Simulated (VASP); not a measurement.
Ge: single point with PBE

Crystal: Ge.

```
CELL_PARAMETERS angstrom
-0.07482 2.84716 2.84716
2.84716 -0.07482 2.84716
2.84716 2.84716 -0.07482
ATOMIC_POSITIONS crystal
Ge 0.99841 0.99841 0.99841
Ge 0.25159 0.25159 0.25159
```

This cell differs from its parent crystal: epitaxial 111 strain +3.0%.

```
Program                : VASP 6.6.1
Task                   : single point
Functional             : PBE
Potentials or basis    : VASP PAW PBE potentials, release 64 (Ge_d)
Cutoff                 : 520 eV
k mesh                 : 8 × 8 × 8
Occupations            : fermi-dirac, width 0.02 eV
Spin                   : no spin polarisation
Dipole correction      : no
Further INCAR settings : ALGO = Normal; EDIFF = 1e-07; NBANDS = 21
```

| Quantity | Value |
| --- | --- |
| Pressure | -0.1 GPa |
| Largest force | 0.064 eV/Å |
| Band gap on the k mesh | zero (band 14 reaches 4.36 eV, above the bottom of band 15 at 4.10 eV) |

Forces in eV/Å, atoms in the order of the input:
```
Ge  -0.037 -0.037 -0.037
Ge   0.037  0.037  0.037
```

Stress tensor (GPa, compression positive):
```
-0.12  1.31  1.31
 1.31 -0.12  1.31
 1.31  1.31 -0.12
```

Levels at points of the mesh, in eV from the Fermi level:
```
           k point  band 11  band 12  band 13  band 14  band 15  band 16  band 17  band 18
(0.00, 0.00, 0.00)   -12.20    -0.40     0.06     0.06     0.31     2.55     2.55     2.99
(0.50, 0.00, 0.00)   -10.31    -7.21    -1.17    -1.05     0.27     3.83     4.01     7.32
(0.50, 0.50, 0.00)    -8.60    -8.46    -2.87    -2.58     0.78     1.16     8.99     9.22
(0.50, 0.50, 0.50)   -10.06    -7.19    -1.36    -1.36    -0.21     3.70     3.70     7.01
```

It took 25 s on 1 thread of Intel(R) Xeon(R) 6975P-C (Granite Rapids), on a shared host, peak memory 0.19 GiB.

Caveat: the cell differs from its parent crystal (epitaxial 111 strain +3.0%).
